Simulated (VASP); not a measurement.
NiO, 4 atoms in the cell. The typed cell holds 4 atoms: a = 5.168 Å, b = 5.168 Å, c = 5.168 Å, α = 33.59°, β = 33.59°, γ = 33.59°. 

```yaml
Program: VASP 6.6.1
Task: single point
Functional: PBE
Potentials_or_basis: VASP PAW PBE potentials, release 64 (Ni, O)
Cutoff: 600 eV
k_mesh: 10 × 10 × 10
Occupations: gaussian, width 0.05 eV
Spin: collinear spin, antiferromagnetic start
Starting_moments: "[1.85, -1.85, 0.0, 0.0] μB"
Hubbard_terms: Ni d U = 6.2 eV
Dipole_correction: no
Further_INCAR_settings: ALGO = Normal; EDIFF = 1e-06; NBANDS = 28
```

Potentials or basis: VASP PAW PBE potentials, release 64 (Ni, O).

Launch:

```bash
$ cat potpaw_PBE.64/Ni/POTCAR potpaw_PBE.64/O/POTCAR > POTCAR
$ mpirun -np 1 vasp_std > vasp.out
```

Hardware: 1 thread of Oxide Virtual Turin-like Processor, on a shared host.

Problem. Estimate the wall time of this run.

Solution. Wall time 21 min on 1 thread of Oxide Virtual Turin-like Processor (shared host), peak memory 0.43 GiB. Counts: scf iterations 17, k points 116.
